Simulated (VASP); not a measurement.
# Fe (Im-3m) in VASP: a series of runs

Fe is run at these levels: PBE; tasks: single point.

Everything below comes from runs of VASP 6.6.1. Logs are shortened: lines on timing, memory, paths and dates and some standing lists are left out, and cuts for length are marked.

## (1) The cell of the first run

The structure is cubic, space group Im-3m (No. 229). The conventional cell has a = 2.757 Å, b = 2.757 Å, c = 2.757 Å, α = 90.00°, β = 90.00°, γ = 90.00°. Within 3.2 Å of Fe (site symmetry m-3m) lie 14 Fe at 2.39 to 2.76 Å.

## (2) Single point, PBE, collinear spin, ferromagnetic start (10.47 Å³/atom)

Input file INCAR:

```
SYSTEM = Fe
ALGO = Normal
EDIFF = 1E-6
ENCUT = 520
GGA = PE
ISIF = 2
ISMEAR = -1
ISPIN = 2
LASPH = .TRUE.
LCHARG = .FALSE.
LMAXMIX = 4
LORBIT = 11
LREAL = .FALSE.
LWAVE = .FALSE.
MAGMOM = 2.5
NBANDS = 14
NELM = 150
PREC = Accurate
SIGMA = 0.05
```

Input file KPOINTS:

```
k-points
0
G
  19 19 19
  0 0 0
```

Input file POSCAR:

```
Fe
1.0
   -1.3783355342      1.3783355342      1.3783355342
    1.3783355342     -1.3783355342      1.3783355342
    1.3783355342      1.3783355342     -1.3783355342
Fe
1
Direct
    0.0000000000      0.0000000000      0.0000000000
```

Potentials or basis: VASP PAW PBE potentials, release 64 (Fe).

The run is started by

```bash
> cat potpaw_PBE.64/Fe/POTCAR > POTCAR
> mpirun -np 1 vasp_std > vasp.out
```

OUTCAR:

```text
SYSTEM = Fe
   EDIFF = 1E-6
   ENCUT = 520
   GGA = PE
   ISIF = 2
   ISMEAR = -1
   ISPIN = 2
   LASPH = .TRUE.
   LORBIT = 11
   LREAL = .FALSE.
   NELM = 150
   PREC = Accurate

 ion  position               nearest neighbor table
   1  0.000  0.000  0.000-

  LATTYP: Found a body centered cubic cell.
 ALAT       =     2.7566710684

  Lattice vectors:

 A1 = (  -1.3783355342,   1.3783355342,   1.3783355342)
 A2 = (   1.3783355342,  -1.3783355342,   1.3783355342)
 A3 = (   1.3783355342,   1.3783355342,  -1.3783355342)

Analysis of symmetry for initial positions (statically):
=====================================================================
 Subroutine PRICEL returns:
 Original cell was already a primitive cell.

 Routine SETGRP: Setting up the symmetry group for a
 body centered cubic supercell.

 Subroutine GETGRP returns: Found 48 space group operations
 (whereof 48 operations were pure point group operations)
 out of a pool of 48 trial point group operations.

The static configuration has the point symmetry O_h .

Analysis of symmetry for dynamics (positions and initial velocities):
=====================================================================
 Subroutine PRICEL returns:
 Original cell was already a primitive cell.

 Routine SETGRP: Setting up the symmetry group for a
 body centered cubic supercell.

 Subroutine GETGRP returns: Found 48 space group operations
 (whereof 48 operations were pure point group operations)
 out of a pool of 48 trial point group operations.

The dynamic configuration has the point symmetry O_h .

Analysis of structural, dynamic, and magnetic symmetry:
=====================================================================
 Subroutine PRICEL returns:
 Original cell was already a primitive cell.

 Routine SETGRP: Setting up the symmetry group for a
 body centered cubic supercell.

 Subroutine GETGRP returns: Found 48 space group operations
 (whereof 48 operations were pure point group operations)
 out of a pool of 48 trial point group operations.

The overall configuration has the point symmetry O_h .

 Subroutine INISYM returns: Found 48 space group operations
 (whereof 48 operations are pure point group operations),
 and found     1 'primitive' translations

----------------------------------------------------------------------------------------

                                     Primitive cell

  volume of cell :      10.4743

  direct lattice vectors                    reciprocal lattice vectors
    -1.378335534  1.378335534  1.378335534     0.000000000  0.362756374  0.362756374
     1.378335534 -1.378335534  1.378335534     0.362756374  0.000000000  0.362756374
     1.378335534  1.378335534 -1.378335534     0.362756374  0.362756374  0.000000000

  length of vectors
     2.387347175  2.387347175  2.387347175     0.513014983  0.513014983  0.513014983

  position of ions in fractional coordinates (direct lattice)
     0.000000000  0.000000000  0.000000000

  ion indices of the primitive-cell ions
   primitive index   ion index
                 1           1

----------------------------------------------------------------------------------------

 KPOINTS: k-points

Automatic generation of k-mesh.
 Grid dimensions read from file:
 generate k-points for:   19   19   19

 Generating k-lattice:

  Cartesian coordinates                     Fractional coordinates (reciprocal lattice)
     0.000000000  0.019092441  0.019092441     0.052631579  0.000000000  0.000000000
     0.019092441  0.000000000  0.019092441     0.000000000  0.052631579  0.000000000
     0.019092441  0.019092441  0.000000000     0.000000000  0.000000000  0.052631579

  Length of vectors
     0.027000789  0.027000789  0.027000789

  Shift w.r.t. Gamma in fractional coordinates (k-lattice)
     0.000000000  0.000000000  0.000000000

 Subroutine IBZKPT returns following result:
 ===========================================

 Found    220 irreducible k-points:

 Following reciprocal coordinates:
            Coordinates               Weight
  0.000000  0.000000  0.000000      1.000000
  0.052632  0.000000  0.000000     12.000000
  0.105263  0.000000  0.000000     12.000000
  0.157895  0.000000  0.000000     12.000000
  0.210526  0.000000  0.000000     12.000000
  0.263158  0.000000  0.000000     12.000000
[... 16 lines left out ...]
  0.263158  0.105263  0.000000     48.000000
  0.315789  0.105263  0.000000     48.000000
 [... further k-points ...]
   k-points           NKPTS =    220   k-points in BZ     NKDIM =    220   number of bands    NBANDS=     14
   number of dos      NEDOS =    301   number of ions     NIONS =      1
   total plane-waves  NPLWV =   5832
   dimension x,y,z NGX =    18 NGY =   18 NGZ =   18
   dimension x,y,z NGXF=    36 NGYF=   36 NGZF=   36
   ions per type =               1
   NGX,Y,Z   is equivalent  to a cutoff of  12.53, 12.53, 12.53 a.u.
   NGXF,Y,Z  is equivalent  to a cutoff of  25.07, 25.07, 25.07 a.u.
 SYSTEM =  Fe
   PREC   = accura    normal or accurate (medium, high low for compatibility)
   ISTART =      0    job   : 0-new  1-cont  2-samecut
   ICHARG =      2    charge: 1-file 2-atom 10-const
   ISPIN  =      2    spin polarized calculation?
   LNONCOLLINEAR =      F non collinear calculations
   LSORBIT =      F    spin-orbit coupling
   LASPH  =      T    aspherical Exc in radial PAW
   ENCUT  =  520.0 eV  38.22 Ry    6.18 a.u.   4.44  4.44  4.44*2*pi/ulx,y,z
   NELM   =    150;   NELMIN=  2; NELMDL= -5     # of ELM steps
   EDIFF  = 0.1E-05   stopping-criterion for ELM
   LREAL  =      F    real-space projection
   EDIFFG = 0.1E-04   stopping-criterion for IOM
   NSW    =      0    number of steps for IOM
   IBRION =     -1    ionic relax: 0-MD 1-quasi-New 2-CG
   NFREE  =      0    steps in history (QN), initial steepest desc. (CG)
   ISIF   =      2    stress and relaxation
   ISYM   =      2    0-nonsym 1-usesym 2-fastsym
   POTIM  = 0.5000    time-step for ionic-motion
   TEBEG  =    0.0;   TEEND  =   0.0 temperature during run
   PSTRESS=    0.0 pullay stress
   NELECT =       8.0000    total number of electrons
   NUPDOWN=      -1.0000    fix difference up-down
   EMIN   =  10.00;   EMAX   =-10.00  energy-range for DOS
   EFERMI =   0.00;   METHOD = LEGACY
   ISMEAR =    -1;   SIGMA  =   0.05  broadening in eV -4-tet -1-fermi 0-gaus
   EFERMI_NEDOS =   21; number of points for ismear=-14 and -15
   IALGO  =     38    algorithm
   IMIX   =      4    mixing-type and parameters
     AMIX     =   0.40;   BMIX     =  1.00
     AMIX_MAG =   1.60;   BMIX_MAG =  1.00
  volume/ion in A,a.u.               =      10.47        70.68
  Fermi-wavevector in a.u.,A,eV,Ry     =   1.496453  2.827887 30.468518  2.239373
  Thomas-Fermi vector in A             =   2.608468
   LORBIT       =     11    0 simple, 1 ext, 2 COOP (PROOUT), +10 PAW based schemes
   GGA     = PE    functional components
   LHFCALC =     F    Hartree Fock is set to
   AEXX    =    0.0000 exact exchange contribution
   IVDW    =     0    specifies the selected vdW correction
   LEPSILON=     F    determine dielectric tensor
   LRPA    =     F    only Hartree local field effects (RPA)
 spin polarized calculation
  energy-cutoff  :      520.00
  volume of cell :       10.47
 maximum number of plane-waves:       321
 NGX is ok and might be reduce to    18
   NGX =  9   NGY =  9   NGZ =  9

 number of electron       7.9999994 magnetization       2.0428019

 Free energy of the ion-electron system (eV)
  ---------------------------------------------------
  ext. energy  EPLUGINS =         0.00000000
  ---------------------------------------------------
  free energy    TOTEN  =        -8.19873629 eV

  energy without entropy =       -8.19002736  energy(sigma->0) =       -8.19438183

 E-fermi :   6.7535     XC(G=0): -13.5858

 val. band max:        6.7531742076   @ k =  -0.3684   0.4737   0.2105
 cond. band min:       6.7556422600   @ k =  -0.2105   0.2105   0.1579
 fundamental gap:      0.0024680524
 Fermi energy:         6.7534641360

 spin component 1

 k-point     1 :       0.0000    0.0000    0.0000
  band No.  band energies     occupation
      1      -2.2243      1.00000
      2       4.2598      1.00000
      3       4.2598      1.00000
      4       4.2598      1.00000
      5       5.6294      1.00000
      6       5.6294      1.00000
      7      32.5119      0.00000
      8      32.5119      0.00000
      9      32.5119      0.00000
     10      38.1456      0.00000
     11      38.1456      0.00000
     12      40.9621      0.00000
     13      40.9621      0.00000
     14      40.9621      0.00000
[... 375 lines left out ...]
 k-point    24 :       0.3158    0.1053    0.0000
  band No.  band energies     occupation
      1       1.5346      1.00000
      2       3.2382      1.00000
      3       4.4579      1.00000
      4       5.6010      1.00000
      5       6.0049      1.00000
      6       7.4577      0.00000
      7      18.2931      0.00000
      8      24.6586      0.00000
      9      28.3407      0.00000
     10      32.8994      0.00000
     11      37.9651      0.00000
     12      40.2490      0.00000
     13      46.0330      0.00000
     14      50.7485      0.00000

 [... further k-points ...]

 spin component 2

 k-point     1 :       0.0000    0.0000    0.0000
  band No.  band energies     occupation
      1      -2.0383      1.00000
      2       6.0029      1.00000
      3       6.0030      1.00000
      4       6.0030      1.00000
      5       8.2693      0.00000
      6       8.2695      0.00000
      7      32.3100      0.00000
      8      32.3100      0.00000
      9      32.3100      0.00000
     10      38.3949      0.00000
     11      38.3949      0.00000
     12      41.5903      0.00000
     13      41.5903      0.00000
     14      41.5903      0.00000
[... 375 lines left out ...]
 k-point    24 :       0.3158    0.1053    0.0000
  band No.  band energies     occupation
      1       2.3939      1.00000
      2       4.8075      1.00000
      3       5.6464      1.00000
      4       7.9421      0.00000
      5       8.5585      0.00000
      6       9.2404      0.00000
      7      19.2091      0.00000
      8      25.0619      0.00000
      9      28.8523      0.00000
     10      33.2148      0.00000
     11      38.4968      0.00000
     12      40.5353      0.00000
     13      46.2886      0.00000
     14      51.2245      0.00000

 [... further k-points ...]

------------------------ aborting loop because EDIFF is reached ----------------------------------------

  FORCE on cell =-STRESS in cart. coord.  units (eV):
  Direction    XX          YY          ZZ          XY          YZ          ZX
  --------------------------------------------------------------------------------------
  -------------------------------------------------------------------------------------
  Total        1.1866533      1.1866533      1.1866533      0.0000000      0.0000000      0.0000000
  in kB      181.5137688    181.5137688    181.5137688      0.0000000      0.0000000      0.0000000
  external PRESSURE =     181.5137688 kB  Pullay stress =       0.0000000 kB

 VOLUME and BASIS-vectors are now :
 -----------------------------------------------------------------------------
  energy-cutoff  :      520.00
  volume of cell :       10.47
      direct lattice vectors                 reciprocal lattice vectors
    -1.378335534  1.378335534  1.378335534     0.000000000  0.362756374  0.362756374
     1.378335534 -1.378335534  1.378335534     0.362756374  0.000000000  0.362756374
     1.378335534  1.378335534 -1.378335534     0.362756374  0.362756374  0.000000000

 POSITION                                       TOTAL-FORCE (eV/Angst)
 -----------------------------------------------------------------------------------
      0.00000      0.00000      0.00000         0.000000     -0.000000      0.000000
 -----------------------------------------------------------------------------------
    total drift:                                0.000000      0.000000      0.000000

  FREE ENERGIE OF THE ION-ELECTRON SYSTEM (eV)
  ---------------------------------------------------
  free  energy   TOTEN  =        -8.1987362930 eV

  energy  without entropy=       -8.1900273647  energy(sigma->0) =       -8.19438183

 total charge

# of ion       s       p       d       tot
------------------------------------------
    1        0.524   0.618   6.309   7.451

 magnetization (x)

# of ion       s       p       d       tot
------------------------------------------
    1       -0.013  -0.055   2.093   2.026
```

Run time: 46 s. Hardware: 1 thread of Intel Xeon 6975P-C (Granite Rapids), shared host; peak memory 0.16 GiB.

Results:

```yaml
Free_energy: -8.1987 eV
Pressure: 18.2 GPa
Net_moment: 2.04 μB per cell
Site_moments: Fe +2.03 μB
Valence_electrons_inside_the_program's_atomic_spheres: Fe 7.45
```

Caveat: the cell stands under pressure.

## (3) Single point, PBE, collinear spin, ferromagnetic start

Input file INCAR:

```
  ALGO = Normal
  EDIFF = 1E-7
  ENCUT = 520
  GGA = PE
  ISIF = 2
  ISMEAR = -1
  ISPIN = 2
  LASPH = T
  LCHARG = F
  LMAXMIX = 4
  LORBIT = 11
  LREAL = F
  LWAVE = F
  MAGMOM = 2.5
  NBANDS = 14
  NELM = 150
  PREC = Accurate
  SIGMA = 0.05
```

Input file KPOINTS:

```
k-points
0
Gamma
  19 19 19
```

Input file POSCAR:

```
Fe
1.0
   -1.3777865214      1.3777865214      1.3777865214
    1.3777865214     -1.3777865214      1.3777865214
    1.3777865214      1.3777865214     -1.3777865214
Fe
1
Direct
    0.0000000000      0.0000000000      0.0000000000
```

Potentials or basis: VASP PAW PBE potentials, release 64 (Fe).

The run is started by

```bash
> cat potpaw_PBE.64/Fe/POTCAR > POTCAR
> mpirun -np 1 vasp_std > vasp.out
```

It took 48 s on 1 thread of Intel Xeon 6975P-C (Granite Rapids), shared host; peak memory 0.16 GiB.

Results (log left out):

- Free energy: -8.1973 eV
- Pressure: 18.7 GPa
- Net moment: 2.04 μB per cell
- Site moments: Fe +2.02 μB
- Valence electrons inside the program's atomic spheres: Fe 7.45

Levels at points of the mesh, in eV from the Fermi level:
Spin up:
```
           k point  band 2  band 3  band 4  band 5  band 6  band 7  band 8  band 9
(0.00, 0.00, 0.00)   -2.50   -2.50   -2.50   -1.12   -1.12   25.77   25.77   25.77
```
Spin down:
| k point | band 1 | band 2 | band 3 | band 4 | band 5 | band 6 | band 7 | band 8 |
| --- | --- | --- | --- | --- | --- | --- | --- | --- |
| (0.00, 0.00, 0.00) | -8.80 | -0.76 | -0.76 | -0.76 | 1.51 | 1.51 | 25.57 | 25.57 |

Caveat: the cell stands under pressure.

## (4) Single point, PBE, collinear spin, ferromagnetic start

This run uses another cell than the first one, of 10.45 Å³/atom.

Input file INCAR:

```
PREC = Accurate
ENCUT = 520
EDIFF = 1E-7
ISMEAR = -1
SIGMA = 0.05
LREAL = False
LASPH = True
NELM = 150
ALGO = Normal
ISIF = 2
LWAVE = False
LCHARG = False
ISPIN = 2
MAGMOM = 2.5
LORBIT = 11
LMAXMIX = 4
GGA = PE
NBANDS = 14
```

Input file KPOINTS:

```
Automatic mesh
0
Gamma
  19 19 19
```

Input file POSCAR:

```
Fe
1.0
   -1.3774059607      1.3774059607      1.3774059607
    1.3774059607     -1.3774059607      1.3774059607
    1.3774059607      1.3774059607     -1.3774059607
Fe
1
Direct
    0.0000000000      0.0000000000      0.0000000000
```

The run is started by

```bash
> cat potpaw_PBE.64/Fe/POTCAR > POTCAR
> mpirun -np 1 vasp_std > vasp.out
```

Run time: 49 s. Hardware: 1 thread of Intel Xeon 6975P-C (Granite Rapids), shared host; peak memory 0.17 GiB.

It converged, with:

| Quantity | Value |
| --- | --- |
| Free energy | -8.1963 eV |
| Pressure | 18.9 GPa |
| Band gap on the k mesh | zero (filled and empty bands overlap) |
| Net moment | 2.04 μB per cell |
| Site moments | Fe +2.02 μB |
| Valence electrons inside the program's atomic spheres | Fe 7.46 |

Levels at points of the mesh, in eV from the Fermi level:
Spin up:
```
           k point  band 2  band 3  band 4  band 5  band 6  band 7  band 8  band 9
(0.00, 0.00, 0.00)   -2.50   -2.50   -2.50   -1.12   -1.12   25.78   25.78   25.78
```
Spin down:
```tsv
k point	band 1	band 2	band 3	band 4	band 5	band 6	band 7
(0.00, 0.00, 0.00)	-8.80	-0.76	-0.76	-0.76	1.51	1.51	25.58
```

Caveat: the cell stands under pressure.

## (5) Single point, PBE, collinear spin, ferromagnetic start

This run uses another cell than the first one, of 11.37 Å³/atom.

Input file INCAR:

```
PREC     = Accurate       # precision mode
ENCUT    = 520            # plane-wave cutoff, eV
EDIFF    = 1E-6           # SCF threshold, eV
ISMEAR   = -1             # smearing method
SIGMA    = 0.05           # smearing width, eV
LREAL    = False          # projectors in reciprocal space
LASPH    = True           # aspherical terms in the spheres
NELM     = 150            # most SCF steps
ALGO     = Normal         # electronic algorithm
ISIF     = 2              # what is computed and relaxed
LWAVE    = False          # write WAVECAR
LCHARG   = True           # write CHGCAR
ISPIN    = 2              # spin polarisation
MAGMOM   = 2.5            # initial moments
LORBIT   = 11             # projections on sites
LMAXMIX  = 4              # l up to which the mixer works
GGA      = PE             # functional
LELF     = True           # ELF
LVHAR    = True         
NBANDS   = 14             # bands
```

Input file KPOINTS:

```
regular mesh
0
Gamma
  19 19 19
```

Input file POSCAR:

```
Fe
1.0
   -1.4166690607      1.4166690607      1.4166690607
    1.4166690607     -1.4166690607      1.4166690607
    1.4166690607      1.4166690607     -1.4166690607
Fe
1
Direct
    0.0000000000      0.0000000000      0.0000000000
```

The run is started by

```bash
> cat potpaw_PBE.64/Fe/POTCAR > POTCAR
> mpirun -np 1 vasp_std > vasp.out
```

Wall time 50 s (1 thread of Intel Xeon 6975P-C (Granite Rapids), shared host); peak memory 0.16 GiB.

Results (log left out):

| Quantity | Value |
| --- | --- |
| Free energy | -8.2464 eV |
| Pressure | -0.3 GPa |
| Net moment | 2.20 μB per cell |
| Site moments | Fe +2.20 μB |
| Valence electrons inside the program's atomic spheres | Fe 7.27 |

Levels at points of the mesh, in eV from the Fermi level:
Spin up:
```tsv
k point	band 3	band 4	band 5	band 6	band 7	band 8
(0.00, 0.00, 0.00)	-2.31	-2.31	-1.09	-1.09	25.01	25.01
```
Spin down:
```
           k point  band 1  band 2  band 3  band 4  band 5  band 6  band 7
(0.00, 0.00, 0.00)   -8.26   -0.38   -0.38   -0.38    1.66    1.66   24.76
```

## (6) Overview

```csv
cell,gap on the mesh (eV),pressure (GPa),moment (μB)
"a = 2.387 Å, angles 109.5°, 1 atom",none,18.2,2.04
"a = 2.386 Å, angles 109.5°, 1 atom",none,18.9,2.04
"a = 2.454 Å, angles 109.5°, 1 atom",none,-0.3,2.20
```

Alike in all rows: task single point; level PBE; potentials or basis VASP PAW PBE potentials, release 64 (Fe); spin collinear, ferromagnetic start; k mesh 19 × 19 × 19; cutoff (eV) 520; smearing fermi-dirac 0.05 eV.

Caveats: the cell stands under pressure (at least some runs).

Absolute energies hang on the potentials; compare differences alone.
